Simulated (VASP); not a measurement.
# Ti3Al5 (P4/mmm) in VASP: notebook

The runs below take Ti3Al5 through single point, with r2SCAN.

All numbers are computed with VASP 6.6.1; they aren't measurements. Logs are shortened: lines on timing, memory, paths and dates and some standing lists are left out, and cuts for length are marked.

## Step 1: The cell of the first run

The structure is tetragonal, space group P4/mmm (No. 123). Conventional cell: a = 3.996 Å, b = 3.996 Å, c = 8.533 Å, α = 90.00°, β = 90.00°, γ = 90.00°. Within 3.7 Å of Ti (site symmetry 4/mmm) lie 4 Ti at 2.83 Å and 8 Al at 2.91 Å. Within 3.7 Å of Ti (site symmetry 4/mmm) lie 12 Al at 2.83 to 2.93 Å. Within 3.7 Å of Ti (site symmetry 4/mmm) lie 4 Ti at 2.83 Å and 8 Al at 2.91 Å. Within 3.7 Å of Al (site symmetry 2mm) lie 6 Al at 2.83 to 2.93 Å and 6 Ti at 2.91 to 2.93 Å. Al (site symmetry 4/mmm) has 4 Ti at 2.83 Å and 8 Al at 2.93 Å within 3.7 Å.

## Step 2: Single point, r2SCAN (strain +0.025 along x and y, +0.025 along z)

File POSCAR:

```
Ti3Al5
1.0
    3.9957440286      0.0000000000      0.0000000000
    0.0000000000      3.9957440286      0.0000000000
    0.0000000000      0.0000000000      8.5330552421
Ti Al
3 5
Direct
    0.0000000000      0.0000000000      0.5000000000
    0.5000000000      0.5000000000      0.0000000000
    0.5000000000      0.5000000000      0.5000000000
    0.0000000000      0.5000000000      0.2513308222
    0.0000000000      0.5000000000      0.7486691778
    0.5000000000      0.0000000000      0.2513308222
    0.5000000000      0.0000000000      0.7486691778
    0.0000000000      0.0000000000      0.0000000000
```

File INCAR.step1:

```
SYSTEM = Ti3Al5
PREC     = Accurate       ! precision mode
ENCUT    = 520            ! plane-wave cutoff, eV
ISMEAR   = 0              ! smearing method
SIGMA    = 0.15           ! smearing width, eV
LREAL    = .False.        ! projectors in reciprocal space
LASPH    = .True.         ! aspherical terms in the spheres
NELM     = 80             ! most SCF steps
NBANDS   = 36             ! bands
GGA      = PE             ! functional
ALGO     = Normal         ! electronic algorithm
EDIFF    = 1E-4           ! SCF threshold, eV
LWAVE    = .True.         ! write WAVECAR
LCHARG   = .False.        ! write CHGCAR
```

File INCAR.step2:

```
SYSTEM = Ti3Al5
PREC     = Accurate       ! precision mode
ENCUT    = 520            ! plane-wave cutoff, eV
EDIFF    = 1E-7           ! SCF threshold, eV
ISMEAR   = 0              ! smearing method
SIGMA    = 0.15           ! smearing width, eV
LREAL    = .False.        ! projectors in reciprocal space
LASPH    = .True.         ! aspherical terms in the spheres
NELM     = 80             ! most SCF steps
ALGO     = Normal         ! electronic algorithm
ISIF     = 2              ! what is computed and relaxed
LWAVE    = .False.        ! write WAVECAR
LCHARG   = .True.         ! write CHGCAR
METAGGA  = R2SCAN         ! meta-GGA
LMIXTAU  = .True.       
LELF     = .True.         ! ELF
LVHAR    = .True.       
NBANDS   = 36             ! bands
ISTART   = 1
```

File KPOINTS:

```
Automatic mesh
0
Gamma
  10 10 6
  0 0 0
```

Potentials or basis: VASP PAW PBE potentials, release 64 (Ti_sv, Al).

The run is started by

```
> cat potpaw_PBE.64/Ti_sv/POTCAR potpaw_PBE.64/Al/POTCAR > POTCAR
> cp INCAR.step1 INCAR
> mpirun -np 1 vasp_std > vasp.out
> cp INCAR.step2 INCAR
> mpirun -np 1 vasp_std > vasp.out
```

OUTCAR:

```text
SYSTEM = Ti3Al5
   PREC = Accurate
   ENCUT = 520
   EDIFF = 1E-7
   ISMEAR = 0
   LREAL = .False.
   LASPH = .True.
   NELM = 80
   ISIF = 2
   METAGGA = R2SCAN
   ISTART = 1

 ion  position               nearest neighbor table
   1  0.000  0.000  0.500-   3 2.83   3 2.83   3 2.83   3 2.83   7 2.91   4 2.91   4 2.91   5 2.91
                             5 2.91   6 2.91   7 2.91   6 2.91
   2  0.500  0.500  0.000-   8 2.83   8 2.83   8 2.83   8 2.83   4 2.93   6 2.93   7 2.93   5 2.93
                             4 2.93   5 2.93   6 2.93   7 2.93
   3  0.500  0.500  0.500-   1 2.83   1 2.83   1 2.83   1 2.83   7 2.91   4 2.91   6 2.91   7 2.91
                             5 2.91   4 2.91   5 2.91   6 2.91
   4  0.000  0.500  0.251-   6 2.83   6 2.83   6 2.83   6 2.83   3 2.91   3 2.91   1 2.91   1 2.91
                             2 2.93   2 2.93   8 2.93   8 2.93
   5  0.000  0.500  0.749-   7 2.83   7 2.83   7 2.83   7 2.83   3 2.91   3 2.91   1 2.91   1 2.91
                             2 2.93   2 2.93   8 2.93   8 2.93
   6  0.500  0.000  0.251-   4 2.83   4 2.83   4 2.83   4 2.83   3 2.91   1 2.91   1 2.91   3 2.91
                             2 2.93   2 2.93   8 2.93   8 2.93
   7  0.500  0.000  0.749-   5 2.83   5 2.83   5 2.83   5 2.83   3 2.91   1 2.91   1 2.91   3 2.91
                             2 2.93   2 2.93   8 2.93   8 2.93
   8  0.000  0.000  0.000-   2 2.83   2 2.83   2 2.83   2 2.83   7 2.93   4 2.93   4 2.93   5 2.93
                             5 2.93   6 2.93   7 2.93   6 2.93

  LATTYP: Found a simple tetragonal cell.
 ALAT       =     3.9957440286
 C/A-ratio  =     2.1355360056

  Lattice vectors:

 A1 = (   3.9957440286,   0.0000000000,   0.0000000000)
 A2 = (   0.0000000000,   3.9957440286,   0.0000000000)
 A3 = (   0.0000000000,   0.0000000000,   8.5330552421)

Analysis of symmetry for initial positions (statically):
=====================================================================
 Subroutine PRICEL returns:
 Original cell was already a primitive cell.

 Routine SETGRP: Setting up the symmetry group for a
 simple tetragonal supercell.

 Subroutine GETGRP returns: Found 16 space group operations
 (whereof 16 operations were pure point group operations)
 out of a pool of 16 trial point group operations.

The static configuration has the point symmetry D_4h.

Analysis of symmetry for dynamics (positions and initial velocities):
=====================================================================
 Subroutine PRICEL returns:
 Original cell was already a primitive cell.

 Routine SETGRP: Setting up the symmetry group for a
 simple tetragonal supercell.

[... 118 lines left out ...]
   EDIFFG = 0.1E-05   stopping-criterion for IOM
   NSW    =      0    number of steps for IOM
   IBRION =     -1    ionic relax: 0-MD 1-quasi-New 2-CG
   NFREE  =      0    steps in history (QN), initial steepest desc. (CG)
   ISIF   =      2    stress and relaxation
   ISYM   =      2    0-nonsym 1-usesym 2-fastsym
   POTIM  = 0.5000    time-step for ionic-motion
   TEBEG  =    0.0;   TEEND  =   0.0 temperature during run
   PSTRESS=    0.0 pullay stress
   NELECT =      51.0000    total number of electrons
   NUPDOWN=      -1.0000    fix difference up-down
   EMIN   =  10.00;   EMAX   =-10.00  energy-range for DOS
   EFERMI =   0.00;   METHOD = LEGACY
   ISMEAR =     0;   SIGMA  =   0.15  broadening in eV -4-tet -1-fermi 0-gaus
   EFERMI_NEDOS =   21; number of points for ismear=-14 and -15
   IALGO  =     38    algorithm
   IMIX   =      4    mixing-type and parameters
     AMIX     =   0.40;   BMIX     =  1.00
     AMIX_MAG =   1.60;   BMIX_MAG =  1.00
  volume/ion in A,a.u.               =      17.03       114.92
  Fermi-wavevector in a.u.,A,eV,Ry     =   1.179863  2.229618 18.940355  1.392077
  Thomas-Fermi vector in A             =   2.316166
   LORBIT       =      0    0 simple, 1 ext, 2 COOP (PROOUT), +10 PAW based schemes
   METAGGA = R2SCAN    functional components
   LHFCALC =     F    Hartree Fock is set to
   AEXX    =    0.0000 exact exchange contribution
   IVDW    =     0    specifies the selected vdW correction
   LEPSILON=     F    determine dielectric tensor
   LRPA    =     F    only Hartree local field effects (RPA)
 non-spin polarized calculation
 Gauss-broadening in eV      SIGMA  =   0.15
  energy-cutoff  :      520.00
  volume of cell :      136.24
 maximum number of plane-waves:      3712
 NGX is ok and might be reduce to    30
   NGX = 15   NGY = 15   NGZ = 31

 number of electron      50.9999992 magnetization

 Free energy of the ion-electron system (eV)
  ---------------------------------------------------
  ext. energy  EPLUGINS =         0.00000000
  ---------------------------------------------------
  free energy    TOTEN  =       -75.83713925 eV

  energy without entropy =      -75.77847884  energy(sigma->0) =      -75.80780905

 E-fermi :   7.7911     XC(G=0): -11.4106

 val. band max:        7.7892361309   @ k =   0.2000   0.1000   0.5000
 cond. band min:       7.7942336917   @ k =   0.1000   0.1000   0.0000
 fundamental gap:      0.0049975608
 Fermi energy:         7.7910694669

 k-point     1 :       0.0000    0.0000    0.0000
  band No.  band energies     occupation
      1     -51.5108      2.00000
      2     -51.3079      2.00000
      3     -51.0232      2.00000
      4     -26.7454      2.00000
      5     -26.7388      2.00000
      6     -26.7388      2.00000
[... 925 lines left out ...]
     35      10.8057      0.00000
     36      11.0632      0.00000

 [... further k-points ...]
[... 5 lines left out ...]
  --------------------------------------------------------------------------------------
  -------------------------------------------------------------------------------------
  Total       -6.3767735     -6.3767735     -6.4813148      0.0000000      0.0000000      0.0000000
  in kB      -74.9914406    -74.9914406    -76.2208557      0.0000000      0.0000000      0.0000000
  external PRESSURE =     -75.4012457 kB  Pullay stress =       0.0000000 kB

 VOLUME and BASIS-vectors are now :
 -----------------------------------------------------------------------------
  energy-cutoff  :      520.00
  volume of cell :      136.24
      direct lattice vectors                 reciprocal lattice vectors
     3.995744029  0.000000000  0.000000000     0.250266282  0.000000000  0.000000000
     0.000000000  3.995744029  0.000000000     0.000000000  0.250266282  0.000000000
     0.000000000  0.000000000  8.533055242     0.000000000  0.000000000  0.117191319

 POSITION                                       TOTAL-FORCE (eV/Angst)
 -----------------------------------------------------------------------------------
      0.00000      0.00000      4.26653         0.000000     -0.000000     -0.000000
      1.99787      1.99787      0.00000         0.000000     -0.000000     -0.000000
      1.99787      1.99787      4.26653         0.000000     -0.000000     -0.000000
      0.00000      1.99787      2.14462         0.000000      0.000000      0.071825
      0.00000      1.99787      6.38844        -0.000000      0.000000     -0.071825
      1.99787      0.00000      2.14462         0.000000      0.000000      0.071825
      1.99787      0.00000      6.38844        -0.000000      0.000000     -0.071825
      0.00000      0.00000      0.00000         0.000000     -0.000000     -0.000000
 -----------------------------------------------------------------------------------
    total drift:                                0.000000      0.000000      0.000000

  FREE ENERGIE OF THE ION-ELECTRON SYSTEM (eV)
  ---------------------------------------------------
  free  energy   TOTEN  =       -75.8371392478 eV

  energy  without entropy=      -75.7784788448  energy(sigma->0) =      -75.80780905
```

Wall time 14 min (1 thread of Intel Xeon 6975P-C (Granite Rapids), shared host); peak memory 0.46 GiB.

Results:

| Quantity | Value |
| --- | --- |
| Free energy | -75.8371 eV |
| Pressure | -7.5 GPa |
| Largest force | 0.072 eV/Å |
| Band gap on the k mesh | zero (an odd number of electrons rules out a gap without spin polarisation) |

Forces on the atoms (eV/Å):
```
Ti   0.000  0.000  0.000
Ti   0.000  0.000  0.000
Ti   0.000  0.000  0.000
Al   0.000  0.000  0.072
Al   0.000  0.000 -0.072
Al   0.000  0.000  0.072
Al   0.000  0.000 -0.072
Al   0.000  0.000  0.000
```

Levels at points of the mesh, in eV from the Fermi level:
```tsv
k point	band 22	band 23	band 24	band 25	band 26	band 27	band 28	band 29
(0.00, 0.00, 0.00)	-1.11	-1.11	-0.83	-0.13	0.22	0.22	0.61	1.09
(0.50, 0.00, 0.00)	-0.53	-0.51	-0.41	0.13	0.16	0.29	0.83	1.13
(0.50, 0.50, 0.00)	-2.22	-2.22	-1.44	-1.44	-0.88	-0.14	0.95	1.49
(0.00, 0.00, 0.50)	-1.22	-0.83	-0.36	-0.08	0.43	0.58	0.58	0.61
(0.50, 0.00, 0.50)	-0.36	-0.14	-0.07	0.01	0.10	0.47	0.63	0.71
(0.50, 0.50, 0.50)	-2.48	-1.22	-1.22	-1.18	-0.84	-0.52	1.33	1.43
```

Caveat: the cell differs from its parent crystal (strain +0.025 along x and y, +0.025 along z); the cell stands under tension; the PAW data sets were made with another functional, which shifts forces and pressure a little.

## Step 3: Single point, r2SCAN (strain +0.000 along x and y, +0.050 along z)

Changes to POSCAR since step 2:

```diff
@@ -2,5 +2,5 @@
 1.0
-    3.9957440286      0.0000000000      0.0000000000
-    0.0000000000      3.9957440286      0.0000000000
-    0.0000000000      0.0000000000      8.5330552421
+    3.8982868572      0.0000000000      0.0000000000
+    0.0000000000      3.8982868572      0.0000000000
+    0.0000000000      0.0000000000      8.7411785407
 Ti Al
```

File INCAR.step1:

```
SYSTEM = Ti3Al5
ALGO = Normal
EDIFF = 1E-4
ENCUT = 520
GGA = PE
ISMEAR = 0
LASPH = .True.
LCHARG = .False.
LREAL = .False.
LWAVE = .True.
NBANDS = 36
NELM = 100
PREC = Accurate
SIGMA = 0.15
```

File INCAR.step2:

```
SYSTEM = Ti3Al5
ALGO = Normal
EDIFF = 1E-6
ENCUT = 520
ISIF = 2
ISMEAR = 0
ISTART = 1
LASPH = .True.
LCHARG = .False.
LMIXTAU = .True.
LREAL = .False.
LWAVE = .False.
METAGGA = R2SCAN
NBANDS = 36
NELM = 100
PREC = Accurate
SIGMA = 0.15
```

File KPOINTS:

```
k-points
0
Gamma
  10 10 6
  0 0 0
```

Potentials or basis: VASP PAW PBE potentials, release 64 (Ti_sv, Al).

The run is started by

```
> cat potpaw_PBE.64/Ti_sv/POTCAR potpaw_PBE.64/Al/POTCAR > POTCAR
> cp INCAR.step1 INCAR
> mpirun -np 1 vasp_std > vasp.out
> cp INCAR.step2 INCAR
> mpirun -np 1 vasp_std > vasp.out
```

Wall time 19 min (1 thread of Intel Xeon Platinum 8488C (Sapphire Rapids), shared host); peak memory 0.47 GiB.

Results (log left out):

| Property | Result |
| --- | --- |
| Free energy | -75.8740 eV |
| Pressure | -5.0 GPa |
| Largest force | 0.031 eV/Å |
| Band gap on the k mesh | zero (an odd number of electrons rules out a gap without spin polarisation) |

Forces in eV/Å, atoms in the order of the input:
```
Ti   0.000  0.000  0.000
Ti   0.000  0.000  0.000
Ti   0.000  0.000  0.000
Al   0.000  0.000  0.031
Al   0.000  0.000 -0.031
Al   0.000  0.000  0.031
Al   0.000  0.000 -0.031
Al   0.000  0.000  0.000
```

Stress tensor (GPa, compression positive):
```
-2.61  0.00  0.00
 0.00 -2.61  0.00
 0.00  0.00 -9.92
```

Levels at points of the mesh, in eV from the Fermi level:
```tsv
k point	band 21	band 22	band 23	band 24	band 25	band 26	band 27	band 28	band 29	band 30
(0.00, 0.00, 0.00)	-1.69	-0.90	-0.84	-0.84	-0.12	0.25	0.25	0.69	0.94	2.21
(0.50, 0.00, 0.00)	-1.22	-0.74	-0.47	-0.32	0.32	0.35	0.40	0.90	0.98	1.40
(0.50, 0.50, 0.00)	-2.71	-2.12	-2.12	-1.60	-1.60	-0.88	-0.24	0.85	1.62	1.96
(0.00, 0.00, 0.50)	-1.05	-1.05	-0.90	-0.64	-0.25	0.52	0.68	0.72	0.72	1.88
(0.50, 0.00, 0.50)	-1.24	-0.23	-0.13	-0.01	0.10	0.26	0.53	0.59	0.82	1.37
(0.50, 0.50, 0.50)	-2.55	-2.55	-1.42	-1.21	-1.21	-0.86	-0.56	1.17	1.62	1.96
```

Caveat: the cell differs from its parent crystal (strain +0.000 along x and y, +0.050 along z); the stress differs along the axes, from -10 to -3 GPa; the PAW data sets were made with another functional, which shifts forces and pressure a little.
